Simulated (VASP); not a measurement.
# Ir (Im-3m) in VASP: further runs, part 2 of 2

VASP 6.6.1. The steps go on from the part before.

### Step 3. Relaxation of cell and atoms, r2SCAN

This run uses another cell than the first one, of 15.74 Å³/atom, 1.068 times its volume.

POSCAR

```
Ir
1.0
   -1.5788553348      1.5788553348      1.5788553348
    1.5788553348     -1.5788553348      1.5788553348
    1.5788553348      1.5788553348     -1.5788553348
Ir
1
Direct
    0.0000000000      0.0000000000      0.0000000000
```

INCAR.step1

```
SYSTEM = Ir
PREC = Accurate
ENCUT = 600
ISMEAR = 0
SIGMA = 0.1
LREAL = .FALSE.
LASPH = .TRUE.
NELM = 60
GGA = PE
ALGO = Normal
EDIFF = 1E-4
LWAVE = .TRUE.
LCHARG = .FALSE.
```

INCAR.step2

```
SYSTEM = Ir
PREC = Accurate
ENCUT = 600
EDIFF = 1E-6
ISMEAR = 0
SIGMA = 0.1
LREAL = .FALSE.
LASPH = .TRUE.
NELM = 60
ALGO = Normal
ISIF = 3
LWAVE = .FALSE.
LCHARG = .FALSE.
METAGGA = R2SCAN
LMIXTAU = .TRUE.
IBRION = 2
NSW = 90
EDIFFG = -0.04
ISTART = 1
```

KPOINTS

```
regular mesh
0
G
  8 8 8
  0 0 0
```

Potentials or basis: VASP PAW PBE potentials, release 64 (Ir).

On the command line:

```sh
cat potpaw_PBE.64/Ir/POTCAR > POTCAR
cp INCAR.step1 INCAR
mpirun -np 1 vasp_std > vasp.out
cp INCAR.step2 INCAR
mpirun -np 1 vasp_std > vasp.out
```

OUTCAR:

```text
SYSTEM = Ir
   PREC = Accurate
   ENCUT = 600
   EDIFF = 1E-6
   ISMEAR = 0
   LREAL = .FALSE.
   LASPH = .TRUE.
   NELM = 60
   ISIF = 3
   METAGGA = R2SCAN
   IBRION = 2
   NSW = 90
   EDIFFG = -0.04
   ISTART = 1

 ion  position               nearest neighbor table
   1  0.000  0.000  0.000-

  LATTYP: Found a body centered cubic cell.
 ALAT       =     3.1577106696

  Lattice vectors:

 A1 = (  -1.5788553348,   1.5788553348,   1.5788553348)
 A2 = (   1.5788553348,  -1.5788553348,   1.5788553348)
 A3 = (   1.5788553348,   1.5788553348,  -1.5788553348)

Analysis of symmetry for initial positions (statically):
=====================================================================
 Subroutine PRICEL returns:
 Original cell was already a primitive cell.

 Routine SETGRP: Setting up the symmetry group for a
 body centered cubic supercell.

 Subroutine GETGRP returns: Found 48 space group operations
 (whereof 48 operations were pure point group operations)
 out of a pool of 48 trial point group operations.

The static configuration has the point symmetry O_h .

Analysis of symmetry for dynamics (positions and initial velocities):
=====================================================================
 Subroutine PRICEL returns:
 Original cell was already a primitive cell.

 Routine SETGRP: Setting up the symmetry group for a
 body centered cubic supercell.

 Subroutine GETGRP returns: Found 48 space group operations
 (whereof 48 operations were pure point group operations)
 out of a pool of 48 trial point group operations.

The dynamic configuration has the point symmetry O_h .

 Subroutine INISYM returns: Found 48 space group operations
 (whereof 48 operations are pure point group operations),
 and found     1 'primitive' translations

----------------------------------------------------------------------------------------

                                     Primitive cell

  volume of cell :      15.7430

  direct lattice vectors                    reciprocal lattice vectors
    -1.578855335  1.578855335  1.578855335     0.000000000  0.316685126  0.316685126
     1.578855335 -1.578855335  1.578855335     0.316685126  0.000000000  0.316685126
     1.578855335  1.578855335 -1.578855335     0.316685126  0.316685126  0.000000000

  length of vectors
     2.734657658  2.734657658  2.734657658     0.447860400  0.447860400  0.447860400

  position of ions in fractional coordinates (direct lattice)
     0.000000000  0.000000000  0.000000000

  ion indices of the primitive-cell ions
   primitive index   ion index
                 1           1

----------------------------------------------------------------------------------------

 KPOINTS: regular mesh

Automatic generation of k-mesh.
 Grid dimensions read from file:
 generate k-points for:    8    8    8

 Generating k-lattice:

  Cartesian coordinates                     Fractional coordinates (reciprocal lattice)
     0.000000000  0.039585641  0.039585641     0.125000000  0.000000000  0.000000000
     0.039585641  0.000000000  0.039585641     0.000000000  0.125000000  0.000000000
     0.039585641  0.039585641  0.000000000     0.000000000  0.000000000  0.125000000

  Length of vectors
     0.055982550  0.055982550  0.055982550

  Shift w.r.t. Gamma in fractional coordinates (k-lattice)
     0.000000000  0.000000000  0.000000000

 Subroutine IBZKPT returns following result:
 ===========================================

 Found     29 irreducible k-points:

 Following reciprocal coordinates:
            Coordinates               Weight
  0.000000  0.000000  0.000000      1.000000
  0.125000  0.000000  0.000000     12.000000
  0.250000  0.000000  0.000000     12.000000
  0.375000  0.000000  0.000000     12.000000
  0.500000  0.000000  0.000000      6.000000
  0.125000  0.125000  0.000000     24.000000
[... 16 lines left out ...]
 -0.250000  0.250000  0.250000      6.000000
 -0.375000  0.375000  0.250000     24.000000
 [... further k-points ...]
   k-points           NKPTS =     29   k-points in BZ     NKDIM =     29   number of bands    NBANDS=      8
   number of dos      NEDOS =    301   number of ions     NIONS =      1
   total plane-waves  NPLWV =  13824
   dimension x,y,z NGX =    24 NGY =   24 NGZ =   24
   dimension x,y,z NGXF=    48 NGYF=   48 NGZF=   48
   ions per type =               1
   NGX,Y,Z   is equivalent  to a cutoff of  14.59, 14.59, 14.59 a.u.
   NGXF,Y,Z  is equivalent  to a cutoff of  29.18, 29.18, 29.18 a.u.
 SYSTEM =  Ir
   PREC   = accura    normal or accurate (medium, high low for compatibility)
   ISTART =      1    job   : 0-new  1-cont  2-samecut
   ICHARG =      0    charge: 1-file 2-atom 10-const
   ISPIN  =      1    spin polarized calculation?
   LNONCOLLINEAR =      F non collinear calculations
   LSORBIT =      F    spin-orbit coupling
   LASPH  =      T    aspherical Exc in radial PAW
   ENCUT  =  600.0 eV  44.10 Ry    6.64 a.u.   5.46  5.46  5.46*2*pi/ulx,y,z
   NELM   =     60;   NELMIN=  2; NELMDL=  0     # of ELM steps
   EDIFF  = 0.1E-05   stopping-criterion for ELM
   LREAL  =      F    real-space projection
   EDIFFG = -.4E-01   stopping-criterion for IOM
   NSW    =     90    number of steps for IOM
   IBRION =      2    ionic relax: 0-MD 1-quasi-New 2-CG
   NFREE  =      1    steps in history (QN), initial steepest desc. (CG)
   ISIF   =      3    stress and relaxation
   ISYM   =      2    0-nonsym 1-usesym 2-fastsym
   POTIM  = 0.5000    time-step for ionic-motion
   TEBEG  =    0.0;   TEEND  =   0.0 temperature during run
   PSTRESS=    0.0 pullay stress
   NELECT =       9.0000    total number of electrons
   NUPDOWN=      -1.0000    fix difference up-down
   EMIN   =  10.00;   EMAX   =-10.00  energy-range for DOS
   EFERMI =   0.00;   METHOD = LEGACY
   ISMEAR =     0;   SIGMA  =   0.10  broadening in eV -4-tet -1-fermi 0-gaus
   EFERMI_NEDOS =   21; number of points for ismear=-14 and -15
   IALGO  =     38    algorithm
   IMIX   =      4    mixing-type and parameters
     AMIX     =   0.40;   BMIX     =  1.00
     AMIX_MAG =   1.60;   BMIX_MAG =  1.00
  volume/ion in A,a.u.               =      15.74       106.24
  Fermi-wavevector in a.u.,A,eV,Ry     =   1.358710  2.567589 25.117606  1.846092
  Thomas-Fermi vector in A             =   2.485520
   LORBIT       =      0    0 simple, 1 ext, 2 COOP (PROOUT), +10 PAW based schemes
   METAGGA = R2SCAN    functional components
   LHFCALC =     F    Hartree Fock is set to
   AEXX    =    0.0000 exact exchange contribution
   IVDW    =     0    specifies the selected vdW correction
   LEPSILON=     F    determine dielectric tensor
   LRPA    =     F    only Hartree local field effects (RPA)
 conjugate gradient relaxation of ions
 non-spin polarized calculation
 Gauss-broadening in eV      SIGMA  =   0.10
  energy-cutoff  :      600.00
  volume of cell :       15.74
 maximum number of plane-waves:       535
 NGX is ok and might be reduce to    24
   NGX = 11   NGY = 11   NGZ = 11

--------------------------------------- Ionic step        1  -------------------------------------------

 number of electron       9.0000000 magnetization

 Free energy of the ion-electron system (eV)
  ---------------------------------------------------
  ext. energy  EPLUGINS =         0.00000000
  ---------------------------------------------------
  free energy    TOTEN  =       -51.62531944 eV

  energy without entropy =      -51.61121764  energy(sigma->0) =      -51.61826854

------------------------ aborting loop because EDIFF is reached ----------------------------------------

  FORCE on cell =-STRESS in cart. coord.  units (eV):
  Direction    XX          YY          ZZ          XY          YZ          ZX
  --------------------------------------------------------------------------------------
  -------------------------------------------------------------------------------------
  Total       -1.6525916     -1.6525916     -1.6525916      0.0000000     -0.0000000     -0.0000000
  in kB     -168.1857175   -168.1857175   -168.1857175      0.0000000     -0.0000000     -0.0000000
  external PRESSURE =    -168.1857175 kB  Pullay stress =       0.0000000 kB
[... 22 lines left out ...]
--------------------------------------- Ionic step        2  -------------------------------------------

 number of electron       9.0000000 magnetization

 E-fermi :  12.4955     XC(G=0): -16.3059

 val. band max:       12.4520688116   @ k =   0.5000   0.0000   0.0000
 cond. band min:      12.5071113671   @ k =  -0.3750  -0.3750   0.1250
 fundamental gap:      0.0550425556
 Fermi energy:        12.4954783130

 k-point     1 :       0.0000    0.0000    0.0000
  band No.  band energies     occupation
      1      -0.3192      2.00000
      2       7.7467      2.00000
      3       7.7467      2.00000
      4       7.7467      2.00000
      5      11.6722      2.00000
      6      11.6722      2.00000
      7      30.3621      0.00000
      8      30.3621      0.00000
[... 322 lines left out ...]
--------------------------------------- Ionic step        4  -------------------------------------------

 number of electron       9.0000000 magnetization

 Free energy of the ion-electron system (eV)
  ---------------------------------------------------
  ext. energy  EPLUGINS =         0.00000000
  ---------------------------------------------------
  free energy    TOTEN  =       -51.67603294 eV

  energy without entropy =      -51.66227583  energy(sigma->0) =      -51.66915439

 E-fermi :   9.1174     XC(G=0): -14.9645

 val. band max:        9.1144166762   @ k =   0.2500   0.2500   0.1250
 cond. band min:       9.1541969653   @ k =  -0.3750  -0.3750   0.1250
 fundamental gap:      0.0397802891
 Fermi energy:         9.1174384576

 k-point     1 :       0.0000    0.0000    0.0000
  band No.  band energies     occupation
      1      -1.6177      2.00000
      2       5.5526      2.00000
      3       5.5526      2.00000
      4       5.5526      2.00000
      5       8.5723      2.00000
      6       8.5723      2.00000
      7      27.0343      0.00000
      8      27.0343      0.00000
[... 281 lines left out ...]
  FREE ENERGIE OF THE ION-ELECTRON SYSTEM (eV)
  ---------------------------------------------------
  free  energy   TOTEN  =       -51.6760329393 eV

  energy  without entropy=      -51.6622758326  energy(sigma->0) =      -51.66915439

 reached required accuracy - stopping structural energy minimisation
```

Run time: 2.8 min. Hardware: 1 thread of AMD EPYC 7R13, shared host; peak memory 0.13 GiB.

What came out:

```
Free energy                            : -51.6760 eV
Relaxed volume                         : 14.85 Å³/atom
Relaxed cell                           : a = 2.682 Å, b = 2.682 Å, c = 2.682 Å, α = 109.47°, β = 109.47°, γ = 109.47°
Space group after relaxing (to 0.05 Å) : Im-3m (No. 229)
Energy gained by relaxing              : 50.7 meV/atom
Ionic steps                            : 4
Pressure after relaxing                : -0.3 GPa
```

Step by step:
```csv
step,energy change (eV),largest force (eV/Å),pressure (GPa),volume (Å³)
1,0.0000,0.0000,-16.82,15.74
2,0.6173,0.0000,101.08,12.27
3,-0.0504,0.0000,-1.53,14.90
4,-0.0507,0.0000,-0.30,14.85
```

Final structure:
```
CELL_PARAMETERS angstrom
-1.54840 1.54840 1.54840
1.54840 -1.54840 1.54840
1.54840 1.54840 -1.54840
ATOMIC_POSITIONS crystal
Ir 0.00000 0.00000 0.00000
```

Levels at points of the mesh, in eV from the Fermi level:
```tsv
k point	band 2	band 3	band 4	band 5	band 6	band 7
(0.00, 0.00, 0.00)	-3.56	-3.56	-3.56	-0.55	-0.55	17.92
(0.50, 0.00, 0.00)	-5.41	-0.70	-0.05	0.04	2.29	8.18
(0.50, 0.50, 0.50)	-7.07	1.60	1.60	1.60	8.32	8.32
```

Caveat: the PAW data sets were made with another functional, which shifts forces and pressure a little; spin-orbit coupling is left out, which moves the levels of the heavy elements.
